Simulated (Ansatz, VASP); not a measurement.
# Two plane-wave programs on InGa2O

```
In Ga O
1.0
     3.11050    0.00000    0.00000
     0.00000    3.11050    0.00000
     0.00000    0.00000    9.77995
In Ga O
1 2 1
Direct
  0.00000 0.00000 0.50000
  0.00000 0.00000 0.81726
  0.00000 0.00000 0.18274
  0.00000 0.00000 0.00000
```

Alike in both runs: task single point; functional PBE; k mesh 6 × 6 × 2; occupations gaussian, width 0.1 eV; collinear spin.

```csv
,VASP,Ansatz
version,VASP 6.6.1,Ansatz 0.2.0
potentials or method,"VASP PAW PBE potentials, release 64 (In_d, Ga_d, O), cutoff 520 eV","scalar-relativistic, plane waves, PAW"
valence electrons in the cell,45,45
```

VASP gave:

```
gap on the k mesh at the Fermi level (eV)                     : none
pressure (GPa)                                                : 0.2
traceless stress, the component that is largest in VASP (GPa) : 0.10
rms of the force components (eV/Å)                            : 0.007
net moment per atom (μB)                                      : 0.00
```

What did Ansatz give for the same quantities?

gap on the k mesh at the Fermi level (eV): none; pressure (GPa): 0.2; traceless stress, the component that is largest in VASP (GPa): -0.01; rms of the force components (eV/Å): 0.002; net moment per atom (μB): 0.00.

Atom by atom the forces differ by 0.009 eV/Å (rms over components). A gap of «none» marks a metal or a gap that the smearing closes. Ansatz's warnings: seeded moment not kept.
